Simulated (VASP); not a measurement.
Here is a VASP 6.6.1 calculation.

INCAR

```
SYSTEM = Ga3Sn
PREC     = Accurate       ! precision mode
ENCUT    = 520            ! plane-wave cutoff, eV
EDIFF    = 1E-7           ! SCF threshold, eV
ISMEAR   = -1             ! smearing method
SIGMA    = 0.15           ! smearing width, eV
LREAL    = .FALSE.        ! projectors in reciprocal space
LASPH    = .TRUE.         ! aspherical terms in the spheres
NELM     = 60             ! most SCF steps
ALGO     = Normal         ! electronic algorithm
ISIF     = 2              ! what is computed and relaxed
LWAVE    = .FALSE.        ! write WAVECAR
LCHARG   = .FALSE.        ! write CHGCAR
NBANDS   = 34             ! bands
```

The input KPOINTS:

```
regular mesh
0
G
  5 5 5
  0 0 0
```

File POSCAR:

```
Ga3Sn
1.0
    4.3752430000      0.0000000000      0.0000000000
    0.0000000000      4.3752430000      0.0000000000
    0.0000000000      0.0000000000      4.3752430000
Ga Sn
3 1
Direct
    0.0000000000      0.5000000000      0.5000000000
    0.5000000000      0.0000000000      0.5000000000
    0.5000000000      0.5000000000      0.0000000000
    0.0000000000      0.0000000000      0.0000000000
```

Potentials or basis: VASP PAW LDA potentials, release 64 (Ga_d, Sn_d).

Run with:

```bash
$ cat potpaw_LDA.64/Ga_d/POTCAR potpaw_LDA.64/Sn_d/POTCAR > POTCAR
$ mpirun -np 1 vasp_std > vasp.out
```

Task: What does it give for the pressure?

Result: -3.2 GPa.
